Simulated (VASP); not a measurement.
# Zr (P6_3/mmc) in VASP: settings compared

Zr is run at these levels: r2SCAN, RPBE+D3(BJ), PBEsol+D4, RPBE; tasks: relaxation of cell and atoms, single point.

Everything below comes from runs of VASP 6.6.1. Logs are shortened: lines on timing, memory, paths and dates and some standing lists are left out, and cuts for length are marked.

### Step 1. The cell of the first run

It takes space group P6_3/mmc (No. 194, hexagonal). Conventional cell: a = 3.232 Å, b = 3.232 Å, c = 5.147 Å, α = 90.00°, β = 90.00°, γ = 120.00°. Zr (site symmetry -6m2) has 12 Zr at 3.18 to 3.23 Å within 4.2 Å.

### Step 2. Relaxation of cell and atoms, r2SCAN, target pressure 30 GPa, at which the enthalpy is minimised

File POSCAR:

```
Zr
1.0
    3.2320000000      0.0000000000      0.0000000000
   -1.6160000000      2.7989941050      0.0000000000
    0.0000000000      0.0000000000      5.1470000000
Zr
2
Direct
    0.6666666667      0.3333333333      0.7500000000
    0.3333333333      0.6666666667      0.2500000000
```

File INCAR.step1:

```
  PREC = Accurate
  ENCUT = 600
  ISMEAR = -1
  SIGMA = 0.05
  LREAL = False
  LASPH = True
  NELM = 60
  GGA = PE
  ALGO = Normal
  EDIFF = 1E-4
  LWAVE = True
  LCHARG = False
```

File INCAR.step2:

```
  PREC = Accurate
  ENCUT = 600
  EDIFF = 1E-6
  ISMEAR = -1
  SIGMA = 0.05
  LREAL = False
  LASPH = True
  NELM = 60
  ALGO = Normal
  ISIF = 3
  LWAVE = False
  LCHARG = False
  METAGGA = R2SCAN
  LMIXTAU = True
  IBRION = 2
  NSW = 60
  EDIFFG = -0.01
  PSTRESS = 300.0
  ISTART = 1
```

File KPOINTS:

```
Automatic mesh
0
Gamma
  9 9 5
```

Potentials or basis: VASP PAW PBE potentials, release 64 (Zr_sv).

Launch:

```sh
> cat potpaw_PBE.64/Zr_sv/POTCAR > POTCAR
> cp INCAR.step1 INCAR
> mpirun -np 1 vasp_std > vasp.out
> cp INCAR.step2 INCAR
> mpirun -np 1 vasp_std > vasp.out
```

OUTCAR:

```text
PREC = Accurate
   ENCUT = 600
   EDIFF = 1E-6
   ISMEAR = -1
   LREAL = False
   LASPH = True
   NELM = 60
   ISIF = 3
   METAGGA = R2SCAN
   IBRION = 2
   NSW = 60
   EDIFFG = -0.01
   PSTRESS = 300.0
   ISTART = 1

 ion  position               nearest neighbor table
   1  0.667  0.333  0.750-   2 3.18   2 3.18   2 3.18   2 3.18   2 3.18   2 3.18
   2  0.333  0.667  0.250-   1 3.18   1 3.18   1 3.18   1 3.18   1 3.18   1 3.18

  LATTYP: Found a hexagonal cell.
 ALAT       =     3.2320000000
 C/A-ratio  =     1.5925123762

  Lattice vectors:

 A1 = (   3.2320000000,   0.0000000000,   0.0000000000)
 A2 = (  -1.6160000000,   2.7989941050,   0.0000000000)
 A3 = (   0.0000000000,   0.0000000000,   5.1470000000)

Analysis of symmetry for initial positions (statically):
=====================================================================
 Subroutine PRICEL returns:
 Original cell was already a primitive cell.

 Routine SETGRP: Setting up the symmetry group for a
 hexagonal supercell.

 Subroutine GETGRP returns: Found 24 space group operations
 (whereof 12 operations were pure point group operations)
 out of a pool of 24 trial point group operations.

The static configuration has the point symmetry D_3d.
 The point group associated with its full space group is D_6h.

Analysis of symmetry for dynamics (positions and initial velocities):
=====================================================================
 Subroutine PRICEL returns:
 Original cell was already a primitive cell.

 Routine SETGRP: Setting up the symmetry group for a
 hexagonal supercell.

 Subroutine GETGRP returns: Found 24 space group operations
 (whereof 12 operations were pure point group operations)
 out of a pool of 24 trial point group operations.

The dynamic configuration has the point symmetry D_3d.
 The point group associated with its full space group is D_6h.

 Subroutine INISYM returns: Found 24 space group operations
 (whereof 12 operations are pure point group operations),
 and found     1 'primitive' translations

----------------------------------------------------------------------------------------

                                     Primitive cell

  volume of cell :      46.5616

  direct lattice vectors                    reciprocal lattice vectors
     3.232000000  0.000000000  0.000000000     0.309405941  0.178635603  0.000000000
    -1.616000000  2.798994105  0.000000000     0.000000000  0.357271206  0.000000000
     0.000000000  0.000000000  5.147000000     0.000000000  0.000000000  0.194287935

  length of vectors
     3.232000000  3.232000000  5.147000000     0.357271206  0.357271206  0.194287935

  position of ions in fractional coordinates (direct lattice)
     0.666666667  0.333333333  0.750000000
     0.333333333  0.666666667  0.250000000

  ion indices of the primitive-cell ions
   primitive index   ion index
                 1           1
                 2           2

----------------------------------------------------------------------------------------

 KPOINTS: Automatic mesh

Automatic generation of k-mesh.
 Grid dimensions read from file:
 generate k-points for:    9    9    5

 Generating k-lattice:

  Cartesian coordinates                     Fractional coordinates (reciprocal lattice)
     0.034378438  0.019848400  0.000000000     0.111111111  0.000000000  0.000000000
     0.000000000  0.039696801  0.000000000     0.000000000  0.111111111  0.000000000
     0.000000000  0.000000000  0.038857587     0.000000000  0.000000000  0.200000000

  Length of vectors
     0.039696801  0.039696801  0.038857587

  Shift w.r.t. Gamma in fractional coordinates (k-lattice)
     0.000000000  0.000000000  0.000000000

 Subroutine IBZKPT returns following result:
 ===========================================

 Found     36 irreducible k-points:

 Following reciprocal coordinates:
            Coordinates               Weight
  0.000000  0.000000  0.000000      1.000000
  0.111111  0.000000  0.000000      6.000000
  0.222222  0.000000  0.000000      6.000000
  0.333333  0.000000  0.000000      6.000000
  0.444444  0.000000  0.000000      6.000000
  0.111111  0.111111  0.000000      6.000000
[... 16 lines left out ...]
  0.333333  0.222222  0.200000     24.000000
  0.333333  0.333333  0.200000      4.000000
 [... further k-points ...]
   k-points           NKPTS =     36   k-points in BZ     NKDIM =     36   number of bands    NBANDS=     16
   number of dos      NEDOS =    301   number of ions     NIONS =      2
   total plane-waves  NPLWV =  32928
   dimension x,y,z NGX =    28 NGY =   28 NGZ =   42
   dimension x,y,z NGXF=    56 NGYF=   56 NGZF=   84
   ions per type =               2
   NGX,Y,Z   is equivalent  to a cutoff of  14.40, 14.40, 13.57 a.u.
   NGXF,Y,Z  is equivalent  to a cutoff of  28.80, 28.80, 27.13 a.u.
 SYSTEM =  unknown system
   PREC   = accura    normal or accurate (medium, high low for compatibility)
   ISTART =      1    job   : 0-new  1-cont  2-samecut
   ICHARG =      0    charge: 1-file 2-atom 10-const
   ISPIN  =      1    spin polarized calculation?
   LNONCOLLINEAR =      F non collinear calculations
   LSORBIT =      F    spin-orbit coupling
   LASPH  =      T    aspherical Exc in radial PAW
   ENCUT  =  600.0 eV  44.10 Ry    6.64 a.u.   6.46  6.46 10.28*2*pi/ulx,y,z
   NELM   =     60;   NELMIN=  2; NELMDL=  0     # of ELM steps
   EDIFF  = 0.1E-05   stopping-criterion for ELM
   LREAL  =      F    real-space projection
   EDIFFG = -.1E-01   stopping-criterion for IOM
   NSW    =     60    number of steps for IOM
   IBRION =      2    ionic relax: 0-MD 1-quasi-New 2-CG
   NFREE  =      1    steps in history (QN), initial steepest desc. (CG)
   ISIF   =      3    stress and relaxation
   ISYM   =      2    0-nonsym 1-usesym 2-fastsym
   POTIM  = 0.5000    time-step for ionic-motion
   TEBEG  =    0.0;   TEEND  =   0.0 temperature during run
   PSTRESS=  300.0 pullay stress
   NELECT =      24.0000    total number of electrons
   NUPDOWN=      -1.0000    fix difference up-down
   EMIN   =  10.00;   EMAX   =-10.00  energy-range for DOS
   EFERMI =   0.00;   METHOD = LEGACY
   ISMEAR =    -1;   SIGMA  =   0.05  broadening in eV -4-tet -1-fermi 0-gaus
   EFERMI_NEDOS =   21; number of points for ismear=-14 and -15
   IALGO  =     38    algorithm
   IMIX   =      4    mixing-type and parameters
     AMIX     =   0.40;   BMIX     =  1.00
     AMIX_MAG =   1.60;   BMIX_MAG =  1.00
  volume/ion in A,a.u.               =      23.28       157.11
  Fermi-wavevector in a.u.,A,eV,Ry     =   1.312611  2.480475 23.442130  1.722948
  Thomas-Fermi vector in A             =   2.442991
   LORBIT       =      0    0 simple, 1 ext, 2 COOP (PROOUT), +10 PAW based schemes
   METAGGA = R2SCAN    functional components
   LHFCALC =     F    Hartree Fock is set to
   AEXX    =    0.0000 exact exchange contribution
   IVDW    =     0    specifies the selected vdW correction
   LEPSILON=     F    determine dielectric tensor
   LRPA    =     F    only Hartree local field effects (RPA)
 conjugate gradient relaxation of ions
 non-spin polarized calculation
  energy-cutoff  :      600.00
  volume of cell :       46.56
 maximum number of plane-waves:      1572
 NGX is ok and might be reduce to    28
   NGX = 13   NGY = 13   NGZ = 21

--------------------------------------- Ionic step        1  -------------------------------------------

 number of electron      24.0000000 magnetization

 Free energy of the ion-electron system (eV)
  ---------------------------------------------------
  ext. energy  EPLUGINS =         0.00000000
  ---------------------------------------------------
  free energy    TOTEN  =       -45.50953960 eV

  energy without entropy =      -45.49795585  energy(sigma->0) =      -45.50374772

 E-fermi :   9.0648     XC(G=0): -11.9499

 val. band max:        8.9985771473   @ k =   0.0000   0.0000   0.4000
 cond. band min:       9.1055588333   @ k =   0.1111   0.0000   0.4000
 fundamental gap:      0.1069816859
 Fermi energy:         9.0648175825

 k-point     1 :       0.0000    0.0000    0.0000
  band No.  band energies     occupation
      1     -41.5145      2.00000
      2     -41.3476      2.00000
      3     -19.3761      2.00000
      4     -18.4538      2.00000
      5     -18.4538      2.00000
      6     -18.3167      2.00000
[... 8 lines left out ...]
     15      10.7650      0.00000
     16      10.7650      0.00000
[... 420 lines left out ...]
  band No.  band energies     occupation
      1     -41.3288      2.00000
      2     -41.3288      2.00000
      3     -19.0128      2.00000
      4     -19.0116      2.00000
      5     -19.0116      2.00000
      6     -18.7384      2.00000
[... 8 lines left out ...]
     15      10.9849      0.00000
     16      13.0421      0.00000

 [... further k-points ...]

------------------------ aborting loop because EDIFF is reached ----------------------------------------

  FORCE on cell =-STRESS in cart. coord.  units (eV):
  Direction    XX          YY          ZZ          XY          YZ          ZX
  --------------------------------------------------------------------------------------
  -------------------------------------------------------------------------------------
  Total        0.2381100      0.2381100      0.2860939      0.0000000      0.0000000     -0.0000000
  in kB        8.1933344      8.1933344      9.8444546      0.0000000      0.0000000     -0.0000000
  external PRESSURE =    -291.2562922 kB  Pullay stress =     300.0000000 kB
[... 93 lines left out ...]
  FREE ENERGIE OF THE ION-ELECTRON SYSTEM (eV)
  ---------------------------------------------------
  free  energy   TOTEN  =       -44.9651316843 eV

  energy  without entropy=      -44.9508382044  energy(sigma->0) =      -44.95798494

  enthalpy is  TOTEN    =       -37.6901621273 eV   P V=        7.2749695570

[... ionic steps 4 to 8 ...]

--------------------------------------- Ionic step        9  -------------------------------------------

 number of electron      24.0000000 magnetization

------------------------ aborting loop because EDIFF is reached ----------------------------------------

  FORCE on cell =-STRESS in cart. coord.  units (eV):
  Direction    XX          YY          ZZ          XY          YZ          ZX
  --------------------------------------------------------------------------------------
  -------------------------------------------------------------------------------------
  Total        6.9881330      6.9881330      7.0040529      0.0000000      0.0000000      0.0000000
  in kB      298.7181855    298.7181854    299.3987066      0.0000000      0.0000000      0.0000000
  external PRESSURE =      -1.0549742 kB  Pullay stress =     300.0000000 kB
[... 61 lines left out ...]
  enthalpy is  TOTEN    =       -37.7212551733 eV   P V=        7.0063396807

--------------------------------------- Ionic step       11  -------------------------------------------

 number of electron      24.0000000 magnetization

 Free energy of the ion-electron system (eV)
  ---------------------------------------------------
  ext. energy  EPLUGINS =         0.00000000
  ---------------------------------------------------
  free energy    TOTEN  =       -44.73529328 eV

  energy without entropy =      -44.72001566  energy(sigma->0) =      -44.72765447

 E-fermi :  11.7172     XC(G=0): -13.0941

 val. band max:       11.7099490642   @ k =   0.2222   0.1111   0.4000
 cond. band min:      11.7582993765   @ k =   0.0000   0.0000   0.4000
 fundamental gap:      0.0483503123
 Fermi energy:        11.7171939276

 k-point     1 :       0.0000    0.0000    0.0000
  band No.  band energies     occupation
      1     -38.5407      2.00000
      2     -38.1800      2.00000
      3     -16.8580      2.00000
      4     -15.0999      2.00000
      5     -15.0999      2.00000
      6     -14.9013      2.00000
[... 8 lines left out ...]
     15      13.6198      0.00000
     16      13.6432      0.00000
[... 420 lines left out ...]
  band No.  band energies     occupation
      1     -38.0887      2.00000
      2     -38.0887      2.00000
      3     -16.2782      2.00000
      4     -16.2380      2.00000
      5     -16.2380      2.00000
      6     -15.7879      2.00000
[... 8 lines left out ...]
     15      13.9782      0.00000
     16      16.3387      0.00000

 [... further k-points ...]

------------------------ aborting loop because EDIFF is reached ----------------------------------------

  FORCE on cell =-STRESS in cart. coord.  units (eV):
  Direction    XX          YY          ZZ          XY          YZ          ZX
  --------------------------------------------------------------------------------------
  -------------------------------------------------------------------------------------
  Total        7.0093904      7.0093904      7.0253543      0.0000000     -0.0000000      0.0000000
  in kB      299.8023329    299.8023329    300.4851361      0.0000000     -0.0000000      0.0000000
  external PRESSURE =       0.0299339 kB  Pullay stress =     300.0000000 kB
[... 17 lines left out ...]
  FREE ENERGIE OF THE ION-ELECTRON SYSTEM (eV)
  ---------------------------------------------------
  free  energy   TOTEN  =       -44.7352932846 eV

  energy  without entropy=      -44.7200156593  energy(sigma->0) =      -44.72765447

  enthalpy is  TOTEN    =       -37.7212814401 eV   P V=        7.0140118445

 reached required accuracy - stopping structural energy minimisation
```

Wall time 7.7 min (1 thread of Intel Xeon 6975P-C (Granite Rapids), shared host); peak memory 0.21 GiB.

What came out:

```
Free energy                                                : -44.7353 eV
Relaxed volume                                             : 18.73 Å³/atom
Relaxed cell                                               : a = 2.980 Å, b = 2.980 Å, c = 4.872 Å, α = 90.00°, β = 90.00°, γ = 120.00°
Space group after relaxing (to 0.1 Å)                      : P6_3/mmc (No. 194)
Energy change on relaxing (the run minimises the enthalpy) : +387.1 meV/atom
Ionic steps                                                : 11
Pressure after relaxing                                    : 30.0 GPa
Band gap on the k mesh                                     : zero (bands 12 and 13 overlap by 1.23 eV)
```

The path:
```csv
step,energy change (eV),largest force (eV/Å),pressure (GPa),volume (Å³)
1,0.0000,0.0000,0.87,46.56
2,8.5970,0.0000,191.25,23.47
3,0.5444,0.0000,24.31,38.85
4,0.7072,0.0000,28.57,37.86
5,0.7646,0.0000,30.01,37.55
6,0.7664,0.0000,29.89,37.51
7,0.7708,0.0000,29.91,37.48
8,0.7704,0.0000,29.90,37.48
9,0.7701,0.0000,29.89,37.48
10,0.7819,0.0000,30.20,37.42
11,0.7742,0.0000,30.00,37.46
```

Final structure:
```xyz
2
Lattice="2.9795 0.0000 0.0000 -1.4898 2.5804 0.0000 0.0000 0.0000 4.8722" Properties=species:S:1:pos:R:3 pbc="T T T"
Zr    1.4898    0.8601    3.6542
Zr    0.0000    1.7202    1.2181
```

Caveat: the cell is relaxed towards a set pressure, so the run minimises the enthalpy, not the energy; the volume moved by over 15 % at a fixed basis, so the end points are rough; the PAW data sets were made with another functional, which shifts forces and pressure a little.

### Step 3. Single point, RPBE+D3(BJ)

This run uses another cell than the first one, of 17.42 Å³/atom.

File INCAR:

```
SYSTEM = Zr
PREC     = Accurate       ! precision mode
ENCUT    = 520            ! plane-wave cutoff, eV
EDIFF    = 1E-6           ! SCF threshold, eV
ISMEAR   = -1             ! smearing method
SIGMA    = 0.05           ! smearing width, eV
LREAL    = .FALSE.        ! projectors in reciprocal space
LASPH    = .TRUE.         ! aspherical terms in the spheres
NELM     = 100            ! most SCF steps
ALGO     = Normal         ! electronic algorithm
ISIF     = 2              ! what is computed and relaxed
LWAVE    = .FALSE.        ! write WAVECAR
LCHARG   = .FALSE.        ! write CHGCAR
GGA      = RP             ! functional
IVDW     = 12             ! dispersion correction
NBANDS   = 19             ! bands
```

File KPOINTS:

```
regular mesh
0
G
  9 9 5
  0 0 0
```

File POSCAR:

```
Zr
1.0
    2.8945877732      0.0000000000      0.0000000000
   -1.4472938866      2.5067865451      0.0000000000
    0.0000000000      0.0000000000      4.8028011893
Zr
2
Direct
    0.6666666667      0.3333333333      0.7500000000
    0.3333333333      0.6666666667      0.2500000000
```

Potentials or basis: VASP PAW PBE potentials, release 64 (Zr_sv).

Launch:

```sh
> cat potpaw_PBE.64/Zr_sv/POTCAR > POTCAR
> mpirun -np 1 vasp_std > vasp.out
```

It took 31 s on 1 thread of Intel Xeon 8259CL, shared host; peak memory 0.17 GiB.

It converged, with:

| Item | Value |
| --- | --- |
| Free energy | -24.6911 eV |
| Pressure | 0.0 GPa |
| Band gap on the k mesh | zero (bands 12 and 13 overlap by 1.26 eV) |
| Dispersion energy per atom | -5.007 eV |

Stress tensor (GPa, compression positive):
```
 0.07  0.00  0.00
 0.00  0.07  0.00
 0.00  0.00 -0.04
```

Levels at points of the mesh, in eV from the Fermi level:
| k point | band 8 | band 9 | band 10 | band 11 | band 12 | band 13 | band 14 | band 15 | band 16 | band 17 |
| --- | --- | --- | --- | --- | --- | --- | --- | --- | --- | --- |
| (0.00, 0.00, 0.00) | -25.30 | -5.85 | -3.78 | 0.61 | 0.94 | 0.94 | 1.83 | 1.83 | 2.38 | 3.09 |

Caveat: the PAW data sets were made with another functional, which shifts forces and pressure a little.

[end of part 1 of 2]
